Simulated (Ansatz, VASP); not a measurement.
**One calculation of BN, two programs**

```xyz
4
Lattice="2.5900 0.0000 0.0000 -1.2950 2.2430 0.0000 0.0000 0.0000 6.1389" Properties=species:S:1:pos:R:3 pbc="T T T"
B     0.0000    1.4954    1.5347
B     1.2950    0.7477    4.6042
N     0.0000    1.4954    4.6042
N     1.2950    0.7477    1.5347
```

Alike in both runs: task single point; functional LDA; k mesh 12 × 12 × 4; occupations gaussian, width 0.05 eV; no spin polarisation.

|  | VASP | Ansatz |
| --- | --- | --- |
| version | VASP 6.6.1 | Ansatz 0.2.0 |
| potentials or method | VASP PAW LDA potentials, release 64 (B, N), cutoff 520 eV | scalar-relativistic, plane waves, PAW |
| valence electrons in the cell | 16 | 16 |

```csv
,VASP,Ansatz,Ansatz less VASP
gap on the k mesh at the Fermi level (eV),3.77,3.78,+0.009
least direct gap on the mesh (eV),4.01,4.02,+0.009
pressure (GPa),-25.7,-26.2,-0.51
"traceless stress, the component that is largest in VASP (GPa)",27.11,27.77,+0.660
```

Ansatz warns that its potentials were made for another functional, while VASP's fit it. LDA's correlation is that of Perdew and Zunger in VASP and of Perdew and Wang (1992) in Ansatz.
